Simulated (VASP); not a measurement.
# InCu2 (P6_3/mmc) in VASP: further runs

Runs on InCu2. Level: LDA. Tasks: single point.

All numbers are computed with VASP 6.6.1; they aren't measurements. Logs are shortened: lines on timing, memory, paths and dates and some standing lists are left out, and cuts for length are marked.

### Step 1. The cell of the first run

It takes space group P6_3/mmc (No. 194, hexagonal). The conventional cell has a = 4.177 Å, b = 4.177 Å, c = 5.089 Å, α = 90.00°, β = 90.00°, γ = 120.00°. Within 3.2 Å of In (site symmetry -6m2) lie 11 Cu at 2.41 to 2.73 Å. Within 3.2 Å of Cu (site symmetry -6m2) lie 5 In at 2.41 to 2.54 Å and 6 Cu at 2.73 Å. Cu (site symmetry -3m) has 8 Cu at 2.54 to 2.73 Å and 6 In at 2.73 Å within 3.4 Å.

### Step 2. Single point, LDA

Contents of INCAR:

```
SYSTEM = InCu2
  PREC = Accurate
  ENCUT = 600
  EDIFF = 1E-6
  ISMEAR = 1
  SIGMA = 0.1
  LREAL = .FALSE.
  LASPH = .TRUE.
  NELM = 120
  ALGO = Normal
  ISIF = 2
  LWAVE = .FALSE.
  LCHARG = .FALSE.
  NBANDS = 44
  GGA_COMPAT = .FALSE.
```

Contents of KPOINTS:

```
regular mesh
0
G
  6 6 5
  0 0 0
```

Contents of POSCAR:

```
InCu2
1.0
    4.1765881964      0.0000000000      0.0000000000
   -2.0882940982      3.6170315848      0.0000000000
    0.0000000000      0.0000000000      5.0893628098
In Cu
2 4
Direct
    0.3333333333      0.6666666667      0.7500000000
    0.6666666667      0.3333333333      0.2500000000
    0.3333333333      0.6666666667      0.2500000000
    0.6666666667      0.3333333333      0.7500000000
    0.0000000000      0.0000000000      0.0000000000
    0.0000000000      0.0000000000      0.5000000000
```

Potentials or basis: VASP PAW LDA potentials, release 64 (In_d, Cu).

Command:

```sh
> cat potpaw_LDA.64/In_d/POTCAR potpaw_LDA.64/Cu/POTCAR > POTCAR
> mpirun -np 1 vasp_std > vasp.out
```

OUTCAR:

```text
SYSTEM = InCu2
   PREC = Accurate
   ENCUT = 600
   EDIFF = 1E-6
   ISMEAR = 1
   LREAL = .FALSE.
   LASPH = .TRUE.
   NELM = 120
   ISIF = 2

 ion  position               nearest neighbor table
   1  0.333  0.667  0.750-   4 2.41   4 2.41   4 2.41   3 2.54   3 2.54   5 2.73   6 2.73   6 2.73
                             5 2.73   6 2.73   5 2.73   2 3.51   2 3.51   2 3.51   2 3.51   2 3.51
   2  0.667  0.333  0.250-   3 2.41   3 2.41   3 2.41   4 2.54   4 2.54   5 2.73   6 2.73   5 2.73
                             6 2.73   5 2.73   6 2.73   1 3.51   1 3.51   1 3.51   1 3.51   1 3.51
   3  0.333  0.667  0.250-   2 2.41   2 2.41   2 2.41   1 2.54   1 2.54   5 2.73   6 2.73   6 2.73
                             5 2.73   6 2.73   5 2.73
   4  0.667  0.333  0.750-   1 2.41   1 2.41   1 2.41   2 2.54   2 2.54   5 2.73   6 2.73   5 2.73
                             6 2.73   5 2.73   6 2.73
   5  0.000  0.000  0.000-   6 2.54   6 2.54   3 2.73   4 2.73   1 2.73   2 2.73   2 2.73   4 2.73
                             1 2.73   3 2.73   2 2.73   4 2.73   1 2.73   3 2.73
   6  0.000  0.000  0.500-   5 2.54   5 2.54   3 2.73   4 2.73   1 2.73   2 2.73   2 2.73   4 2.73
                             1 2.73   3 2.73   2 2.73   4 2.73   1 2.73   3 2.73

  LATTYP: Found a hexagonal cell.
 ALAT       =     4.1765881964
 C/A-ratio  =     1.2185455138

  Lattice vectors:

 A1 = (   4.1765881964,   0.0000000000,   0.0000000000)
 A2 = (  -2.0882940982,   3.6170315848,   0.0000000000)
 A3 = (   0.0000000000,   0.0000000000,   5.0893628098)

Analysis of symmetry for initial positions (statically):
=====================================================================
 Subroutine PRICEL returns:
 Original cell was already a primitive cell.

 Routine SETGRP: Setting up the symmetry group for a
 hexagonal supercell.

 Subroutine GETGRP returns: Found 24 space group operations
 (whereof 12 operations were pure point group operations)
 out of a pool of 24 trial point group operations.

The static configuration has the point symmetry D_3d.
 The point group associated with its full space group is D_6h.

Analysis of symmetry for dynamics (positions and initial velocities):
=====================================================================
 Subroutine PRICEL returns:
 Original cell was already a primitive cell.

 Routine SETGRP: Setting up the symmetry group for a
 hexagonal supercell.

 Subroutine GETGRP returns: Found 24 space group operations
 (whereof 12 operations were pure point group operations)
 out of a pool of 24 trial point group operations.

The dynamic configuration has the point symmetry D_3d.
 The point group associated with its full space group is D_6h.

 Subroutine INISYM returns: Found 24 space group operations
 (whereof 12 operations are pure point group operations),
 and found     1 'primitive' translations

----------------------------------------------------------------------------------------

                                     Primitive cell

  volume of cell :      76.8842

  direct lattice vectors                    reciprocal lattice vectors
     4.176588196  0.000000000  0.000000000     0.239429877  0.138234900  0.000000000
    -2.088294098  3.617031585  0.000000000     0.000000000  0.276469800  0.000000000
     0.000000000  0.000000000  5.089362810     0.000000000  0.000000000  0.196488252

  length of vectors
     4.176588196  4.176588288  5.089362810     0.276469806  0.276469800  0.196488252

  position of ions in fractional coordinates (direct lattice)
     0.333333333  0.666666667  0.750000000
     0.666666667  0.333333333  0.250000000
     0.333333333  0.666666667  0.250000000
     0.666666667  0.333333333  0.750000000
     0.000000000  0.000000000  0.000000000
     0.000000000  0.000000000  0.500000000

  ion indices of the primitive-cell ions
   primitive index   ion index
                 1           1
                 2           2
                 3           3
                 4           4
                 5           5
                 6           6

----------------------------------------------------------------------------------------

 KPOINTS: regular mesh

Automatic generation of k-mesh.
 Grid dimensions read from file:
 generate k-points for:    6    6    5

 Generating k-lattice:

  Cartesian coordinates                     Fractional coordinates (reciprocal lattice)
     0.039904980  0.023039150  0.000000000     0.166666667  0.000000000  0.000000000
     0.000000000  0.046078300  0.000000000     0.000000000  0.166666667  0.000000000
     0.000000000  0.000000000  0.039297650     0.000000000  0.000000000  0.200000000

  Length of vectors
     0.046078301  0.046078300  0.039297650

  Shift w.r.t. Gamma in fractional coordinates (k-lattice)
     0.000000000  0.000000000  0.000000000

 Subroutine IBZKPT returns following result:
 ===========================================

 Found     21 irreducible k-points:

 Following reciprocal coordinates:
            Coordinates               Weight
  0.000000  0.000000  0.000000      1.000000
  0.166667 -0.000000  0.000000      6.000000
  0.333333  0.000000  0.000000      6.000000
  0.500000  0.000000  0.000000      3.000000
  0.166667  0.166667  0.000000      6.000000
  0.333333  0.166667  0.000000     12.000000
[... 13 lines left out ...]
  0.333333  0.166667  0.400000     24.000000
  0.333333  0.333333  0.400000      4.000000
   k-points           NKPTS =     21   k-points in BZ     NKDIM =     21   number of bands    NBANDS=     44
   number of dos      NEDOS =    301   number of ions     NIONS =      6
   total plane-waves  NPLWV =  54432
   dimension x,y,z NGX =    36 NGY =   36 NGZ =   42
   dimension x,y,z NGXF=    72 NGYF=   72 NGZF=   84
   ions per type =               2   4
   NGX,Y,Z   is equivalent  to a cutoff of  14.33, 14.33, 13.72 a.u.
   NGXF,Y,Z  is equivalent  to a cutoff of  28.66, 28.66, 27.44 a.u.
 SYSTEM =  InCu2
   PREC   = accura    normal or accurate (medium, high low for compatibility)
   ISTART =      0    job   : 0-new  1-cont  2-samecut
   ICHARG =      2    charge: 1-file 2-atom 10-const
   ISPIN  =      1    spin polarized calculation?
   LNONCOLLINEAR =      F non collinear calculations
   LSORBIT =      F    spin-orbit coupling
   LASPH  =      T    aspherical Exc in radial PAW
   ENCUT  =  600.0 eV  44.10 Ry    6.64 a.u.   8.34  8.34 10.16*2*pi/ulx,y,z
   NELM   =    120;   NELMIN=  2; NELMDL= -5     # of ELM steps
   EDIFF  = 0.1E-05   stopping-criterion for ELM
   LREAL  =      F    real-space projection
   EDIFFG = 0.1E-04   stopping-criterion for IOM
   NSW    =      0    number of steps for IOM
   IBRION =     -1    ionic relax: 0-MD 1-quasi-New 2-CG
   NFREE  =      0    steps in history (QN), initial steepest desc. (CG)
   ISIF   =      2    stress and relaxation
   ISYM   =      2    0-nonsym 1-usesym 2-fastsym
   POTIM  = 0.5000    time-step for ionic-motion
   TEBEG  =    0.0;   TEEND  =   0.0 temperature during run
   PSTRESS=    0.0 pullay stress
   NELECT =      70.0000    total number of electrons
   NUPDOWN=      -1.0000    fix difference up-down
   EMIN   =  10.00;   EMAX   =-10.00  energy-range for DOS
   EFERMI =   0.00;   METHOD = LEGACY
   ISMEAR =     1;   SIGMA  =   0.10  broadening in eV -4-tet -1-fermi 0-gaus
   EFERMI_NEDOS =   21; number of points for ismear=-14 and -15
   IALGO  =     38    algorithm
   IMIX   =      4    mixing-type and parameters
     AMIX     =   0.40;   BMIX     =  1.00
     AMIX_MAG =   1.60;   BMIX_MAG =  1.00
  volume/ion in A,a.u.               =      12.81        86.47
  Fermi-wavevector in a.u.,A,eV,Ry     =   1.586701  2.998430 34.254294  2.517620
  Thomas-Fermi vector in A             =   2.685972
   LORBIT       =      0    0 simple, 1 ext, 2 COOP (PROOUT), +10 PAW based schemes
   GGA     = CA    functional components
   LHFCALC =     F    Hartree Fock is set to
   AEXX    =    0.0000 exact exchange contribution
   IVDW    =     0    specifies the selected vdW correction
   LEPSILON=     F    determine dielectric tensor
   LRPA    =     F    only Hartree local field effects (RPA)
 non-spin polarized calculation
 Methfessel and Paxton  Order N= 1 SIGMA  =   0.10
  energy-cutoff  :      600.00
  volume of cell :       76.88
 maximum number of plane-waves:      2588
 NGX is ok and might be reduce to    36
   NGX = 17   NGY = 17   NGZ = 21

 number of electron      69.9999970 magnetization

 Free energy of the ion-electron system (eV)
  ---------------------------------------------------
  ext. energy  EPLUGINS =         0.00000000
  ---------------------------------------------------
  free energy    TOTEN  =       -24.46031680 eV

  energy without entropy =      -24.46024655  energy(sigma->0) =      -24.46029338

 E-fermi :  11.0917     XC(G=0): -13.2744

 val. band max:       10.8260637259   @ k =   0.1667  -0.0000   0.0000
 cond. band min:      11.1326535870   @ k =   0.1667  -0.0000   0.2000
 fundamental gap:      0.3065898612
 Fermi energy:        11.0917458813

 k-point     1 :       0.0000    0.0000    0.0000
  band No.  band energies     occupation
      1      -4.2742      2.00000
      2      -4.1249      2.00000
      3      -4.1249      2.00000
      4      -4.1168      2.00000
      5      -4.0850      2.00000
      6      -4.0850      2.00000
[... 36 lines left out ...]
     43      18.0969      0.00000
     44      18.0994      0.00000

 k-point     2 :       0.1667   -0.0000    0.0000
  band No.  band energies     occupation
      1      -4.2670      2.00000
      2      -4.1435      2.00000
      3      -4.1375      2.00000
      4      -4.1197      2.00000
      5      -4.0816      2.00000
      6      -4.0782      2.00000
[... 36 lines left out ...]
     43      17.3812      0.00000
     44      17.5672      0.00000

 k-point     3 :       0.3333    0.0000    0.0000
  band No.  band energies     occupation
      1      -4.2707      2.00000
      2      -4.1655      2.00000
      3      -4.1605      2.00000
      4      -4.1259      2.00000
      5      -4.0676      2.00000
      6      -4.0640      2.00000
[... 835 lines left out ...]
     43      19.4192      0.00000
     44      19.6314      0.00000

 k-point    21 :       0.3333    0.3333    0.4000
  band No.  band energies     occupation
      1      -4.1344      2.00000
      2      -4.1344      2.00000
      3      -4.1180      2.00000
      4      -4.0935      2.00000
      5      -4.0724      2.00000
      6      -4.0624      2.00000
[... 36 lines left out ...]
     43      19.3633      0.00000
     44      19.4389      0.00000

------------------------ aborting loop because EDIFF is reached ----------------------------------------

  FORCE on cell =-STRESS in cart. coord.  units (eV):
  Direction    XX          YY          ZZ          XY          YZ          ZX
  --------------------------------------------------------------------------------------
  -------------------------------------------------------------------------------------
  Total        8.8657725      8.8657730      6.9832114      0.0000000      0.0000000      0.0000000
  in kB      184.7522755    184.7522863    145.5219160      0.0000000      0.0000000      0.0000000
  external PRESSURE =     171.6754926 kB  Pullay stress =       0.0000000 kB

 VOLUME and BASIS-vectors are now :
 -----------------------------------------------------------------------------
  energy-cutoff  :      600.00
  volume of cell :       76.88
      direct lattice vectors                 reciprocal lattice vectors
     4.176588196  0.000000000  0.000000000     0.239429877  0.138234900  0.000000000
    -2.088294098  3.617031585  0.000000000     0.000000000  0.276469800  0.000000000
     0.000000000  0.000000000  5.089362810     0.000000000  0.000000000  0.196488252

 POSITION                                       TOTAL-FORCE (eV/Angst)
 -----------------------------------------------------------------------------------
     -0.00000      2.41135      3.81702         0.000000     -0.000000      0.000000
      2.08829      1.20568      1.27234        -0.000000      0.000000      0.000000
     -0.00000      2.41135      1.27234         0.000000      0.000000      0.000000
      2.08829      1.20568      3.81702        -0.000000     -0.000000      0.000000
      0.00000      0.00000      0.00000         0.000000      0.000000      0.000000
      0.00000      0.00000      2.54468         0.000000      0.000000      0.000000
 -----------------------------------------------------------------------------------
    total drift:                                0.000000     -0.000000      0.000000

  FREE ENERGIE OF THE ION-ELECTRON SYSTEM (eV)
  ---------------------------------------------------
  free  energy   TOTEN  =       -24.4603168002 eV

  energy  without entropy=      -24.4602465485  energy(sigma->0) =      -24.46029338
```

Run time: 1.7 min. Hardware: 1 thread of Intel Xeon 6975P-C (Granite Rapids), shared host; peak memory 0.22 GiB.

Results:

```yaml
Free_energy: -24.4603 eV
Pressure: 17.2 GPa
Band_gap_on_the_k_mesh: zero (band 35 reaches 13.71 eV, above the bottom of band 36 at 8.77 eV)
```

Levels at points of the mesh, in eV from the Fermi level:
```csv
k point,band 33,band 34,band 35,band 36,band 37,band 38
"(0.00, 0.00, 0.00)",-1.96,1.78,1.78,2.02,2.02,2.72
"(0.50, 0.00, 0.00)",-2.87,-2.16,-2.14,0.36,0.73,1.36
```

Caveat: spin-orbit coupling is left out, which moves the levels of the heavy elements.

### Step 3. Single point, LDA

This run uses another cell than the first one, of 13.19 Å³/atom, 1.029 times its volume.

Contents of INCAR:

```
  ALGO = Normal
  EDIFF = 1E-6
  ENCUT = 600
  GGA = CA
  GGA_COMPAT = False
  ISIF = 2
  ISMEAR = 1
  LASPH = True
  LCHARG = True
  LELF = True
  LREAL = False
  LVHAR = True
  LWAVE = False
  NBANDS = 44
  NELM = 120
  PREC = Accurate
  SIGMA = 0.1
```

Contents of KPOINTS:

```
k-points
0
Gamma
  6 6 5
```

Edit POSCAR of step 2 so:

```diff
@@ -2,5 +2,5 @@
 1.0
-    4.1765881964      0.0000000000      0.0000000000
-   -2.0882940982      3.6170315848      0.0000000000
-    0.0000000000      0.0000000000      5.0893628098
+    4.2165579762      0.0000000000      0.0000000000
+   -2.1082789881      3.6516464305      0.0000000000
+    0.0000000000      0.0000000000      5.1380678057
 In Cu
```

Potentials or basis: VASP PAW LDA potentials, release 64 (In_d, Cu).

Command:

```sh
> cat potpaw_LDA.64/In_d/POTCAR potpaw_LDA.64/Cu/POTCAR > POTCAR
> mpirun -np 1 vasp_std > vasp.out
```

It took 2.1 min on 1 thread of Intel Xeon 6975P-C (Granite Rapids), shared host; peak memory 0.22 GiB.

Results (log left out):

| Quantity | Value |
| --- | --- |
| Free energy | -24.6573 eV |
| Pressure | 11.4 GPa |
| Band gap on the k mesh | zero (band 35 reaches 13.20 eV, above the bottom of band 36 at 8.36 eV) |

Stress tensor (GPa, compression positive):
```
12.50  0.00  0.00
 0.00 12.50  0.00
 0.00  0.00  9.31
```

Levels at points of the mesh, in eV from the Fermi level:
```
           k point  band 31  band 32  band 33  band 34  band 35  band 36  band 37  band 38  band 39  band 40
(0.00, 0.00, 0.00)    -2.94    -2.60    -1.93     1.74     1.74     1.99     1.99     2.56     3.27     4.62
(0.50, 0.00, 0.00)    -3.08    -2.96    -2.81    -2.11    -2.07     0.27     0.69     1.26     3.67     4.51
```

Caveat: spin-orbit coupling is left out, which moves the levels of the heavy elements.

### Step 4. Single point, LDA

This run uses another cell than the first one, of 13.56 Å³/atom, 1.058 times its volume.

Contents of INCAR:

```
SYSTEM = InCu2
PREC = Accurate ; ENCUT = 600
EDIFF = 1E-6 ; ISMEAR = 1
SIGMA = 0.1 ; LREAL = .False.
LASPH = .True. ; NELM = 120
ALGO = Normal ; ISIF = 2
LWAVE = .False. ; LCHARG = .False.
NBANDS = 44 ; GGA_COMPAT = .False.
```

Contents of KPOINTS:

```
regular mesh
0
Gamma
  6 6 5
  0 0 0
```

Edit POSCAR of step 3 so:

```diff
@@ -2,5 +2,5 @@
 1.0
-    4.2165579762      0.0000000000      0.0000000000
-   -2.1082789881      3.6516464305      0.0000000000
-    0.0000000000      0.0000000000      5.1380678057
+    4.2557840239      0.0000000000      0.0000000000
+   -2.1278920119      3.6856171852      0.0000000000
+    0.0000000000      0.0000000000      5.1858665301
 In Cu
```

Command:

```sh
> cat potpaw_LDA.64/In_d/POTCAR potpaw_LDA.64/Cu/POTCAR > POTCAR
> mpirun -np 1 vasp_std > vasp.out
```

It took 1.9 min on 1 thread of Intel Xeon 6975P-C (Granite Rapids), shared host; peak memory 0.22 GiB.

It converged, with:

| Item | Value |
| --- | --- |
| Free energy | -24.7808 eV |
| Pressure | 6.5 GPa |
| Band gap on the k mesh | zero (band 35 reaches 12.73 eV, above the bottom of band 36 at 7.97 eV) |

Stress tensor (GPa, compression positive):
```
7.37 0.00 0.00
0.00 7.37 0.00
0.00 0.00 4.81
```

Levels at points of the mesh, in eV from the Fermi level:
| k point | band 32 | band 33 | band 34 | band 35 | band 36 | band 37 | band 38 | band 39 |
| --- | --- | --- | --- | --- | --- | --- | --- | --- |
| (0.00, 0.00, 0.00) | -2.57 | -1.90 | 1.70 | 1.70 | 1.97 | 1.97 | 2.41 | 3.14 |
| (0.50, 0.00, 0.00) | -2.90 | -2.75 | -2.07 | -2.00 | 0.18 | 0.67 | 1.17 | 3.59 |

Caveat: spin-orbit coupling is left out, which moves the levels of the heavy elements.

### Step 5. Overview

```csv
cell,gap on the mesh (eV),pressure (GPa)
"a = 4.177, b = 4.177, c = 5.089 Å, angles 90.0, 90.0, 120.0°, 6 atoms",none,17.2
"a = 4.217, b = 4.217, c = 5.138 Å, angles 90.0, 90.0, 120.0°, 6 atoms",none,11.4
"a = 4.256, b = 4.256, c = 5.186 Å, angles 90.0, 90.0, 120.0°, 6 atoms",none,6.5
```

Alike in all rows: task single point; level LDA; potentials or basis VASP PAW LDA potentials, release 64 (In_d, Cu); no spin polarisation; k mesh 6 × 6 × 5; cutoff (eV) 600; smearing methfessel-paxton 0.1 eV.

Caveats: spin-orbit coupling is left out, which moves the levels of the heavy elements.

Absolute energies hang on the potentials; compare differences alone.
